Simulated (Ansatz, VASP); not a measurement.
## One calculation of KCdCO3F, two programs

```
K Cd C O F
1.0
     4.95415    0.00000    0.00000
    -2.47708    4.29042    0.00000
     0.00000    0.00000    4.33074
K Cd C O F
1 1 1 3 1
Cartesian
  0.0000 0.0000 0.0000
  2.4771 1.4301 2.1654
  0.0000 2.8603 2.1654
  0.0000 1.5821 2.1654
  -1.1069 3.4994 2.1654
  1.1069 3.4994 2.1654
  2.4771 1.4301 0.0000
```

Alike in both runs: functional LDA; k mesh 6 × 6 × 6; occupations gaussian, width 0.02 eV; no spin polarisation.

Ansatz relaxed the structure, and its values are those at the end. VASP's run is a single point on that final structure, the one shown.

```csv
,VASP,Ansatz
version,VASP 6.6.1,Ansatz 0.2.0
potentials or method,"VASP PAW LDA potentials, release 64 (K_sv, Cd, C, O, F), cutoff 520 eV","scalar-relativistic, plane waves, PAW"
valence electrons in the cell,50,58
```

|  | VASP | Ansatz | Ansatz less VASP |
| --- | --- | --- | --- |
| gap on the k mesh at the Fermi level (eV) | 2.03 | 2.04 | +0.012 |
| least direct gap on the mesh (eV) | 2.03 | 2.04 | +0.010 |
| pressure (GPa) | 1.3 | 0.0 | -1.35 |
| rms of the force components (eV/Å) | 0.132 | 0.000 | -0.1315 |

LDA's correlation is that of Perdew and Zunger in VASP and of Perdew and Wang (1992) in Ansatz. One of these differences is far larger than is usual between the two programs; its cause wasn't traced. VASP's potentials hold 50 valence electrons a cell and Ansatz's 58, so a difference there can come from the potentials and not from the codes.
